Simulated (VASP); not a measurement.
Mg, 1 atom in the cell. It takes space group I4/mmm (No. 139, tetragonal). The conventional cell has a = 3.389 Å, b = 3.389 Å, c = 3.532 Å, α = 90.00°, β = 90.00°, γ = 90.00°. Mg (site symmetry 4/mmm) has 14 Mg at 2.98 to 3.53 Å within 3.9 Å. 

| Quantity | Value |
| --- | --- |
| Program | VASP 6.6.1 |
| Task | single point |
| Functional | PBEsol |
| Potentials or basis | VASP PAW PBE potentials, release 64 (Mg) |
| Cutoff | 520 eV |
| k mesh | 18 × 18 × 18 |
| Occupations | gaussian, width 0.15 eV |
| Spin | no spin polarisation |
| Dipole correction | no |
| Further INCAR settings | ALGO = Normal; EDIFF = 1e-06; NBANDS = 7 |

Potentials or basis: VASP PAW PBE potentials, release 64 (Mg).

Launch:

```sh
$ cat potpaw_PBE.64/Mg/POTCAR > POTCAR
$ mpirun -np 1 vasp_std > vasp.out
```

Hardware: 1 thread of Intel(R) Xeon(R) Platinum 8259CL CPU @ 2.50GHz (Skylake/Cascade Lake) (shared host).

Q: Estimate the wall time of this run.

A: Run time: 31 s on 1 thread of Intel(R) Xeon(R) Platinum 8259CL CPU @ 2.50GHz (Skylake/Cascade Lake), on a shared host, peak memory 0.19 GiB. Counts: scf iterations 8, k points 480.
